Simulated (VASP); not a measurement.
Ga3AsP2, 6 atoms in the cell. Symmetry: I-4m2, No. 119, tetragonal system. Conventional cell: a = 3.947 Å, b = 3.947 Å, c = 16.766 Å, α = 90.00°, β = 90.00°, γ = 90.00°. Ga (site symmetry -4m2) has 4 P at 2.40 Å within 3.2 Å. Within 3.2 Å of Ga (site symmetry 2mm) lie 2 P at 2.40 Å and 2 As at 2.46 Å. Within 3.2 Å of P (site symmetry 2mm) lie 4 Ga at 2.40 Å. As (site symmetry -4m2) has 4 Ga at 2.46 Å within 3.2 Å. 

| Item | Value |
| --- | --- |
| Program | VASP 6.6.1 |
| Task | single point |
| Functional | PBE |
| Potentials or basis | VASP PAW PBE potentials, release 64 (Ga_d, P, As) |
| Cutoff | 520 eV |
| k mesh | 10 × 10 × 10 |
| Occupations | gaussian, width 0.02 eV |
| Spin | no spin polarisation |
| Dipole correction | no |
| Further INCAR settings | ALGO = Normal; EDIFF = 1e-06; NBANDS = 36 |

Potentials or basis: VASP PAW PBE potentials, release 64 (Ga_d, P, As).

Run with:

```bash
$ cat potpaw_PBE.64/Ga_d/POTCAR potpaw_PBE.64/P/POTCAR potpaw_PBE.64/As/POTCAR > POTCAR
$ mpirun -np 1 vasp_std > vasp.out
```

Hardware: 1 thread of Oxide Virtual Turin-like Processor, with other jobs on the host.

Problem. Estimate the wall time of this run.

Solution. It took 46 min on 1 thread of Oxide Virtual Turin-like Processor, with other jobs on the host, peak memory 0.94 GiB. Counts: scf iterations 14, k points 102.
